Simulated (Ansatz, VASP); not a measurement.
# GaAs: VASP beside Ansatz

```xyz
2
Lattice="0.0000 2.6707 2.6707 2.6707 0.0000 2.6707 2.6707 2.6707 0.0000" Properties=species:S:1:pos:R:3 pbc="T T T"
Ga    0.0000    0.0000    0.0000
As    2.6707    2.6707    2.6707
```

Alike in both runs: task single point; functional PBE; k mesh 6 × 6 × 6; occupations gaussian, width 0.05 eV; no spin polarisation.

|  | VASP | Ansatz |
| --- | --- | --- |
| version | VASP 6.6.1 | Ansatz 0.2.0 |
| potentials or method | VASP PAW PBE potentials, release 64 (Ga_d, As), cutoff 500 eV | scalar-relativistic, plane waves, PAW |
| valence electrons in the cell | 18 | 28 |

Ansatz gave:

```
gap on the k mesh at the Fermi level (eV) : none
pressure (GPa)                            : 1.9
```

Problem. Estimate VASP's values.

Solution. gap on the k mesh at the Fermi level (eV): none; pressure (GPa): 2.1.

A gap of «none» marks a metal or a gap that the smearing closes. VASP's potentials hold 18 valence electrons a cell and Ansatz's 28, so a difference there can come from the potentials and not from the codes.
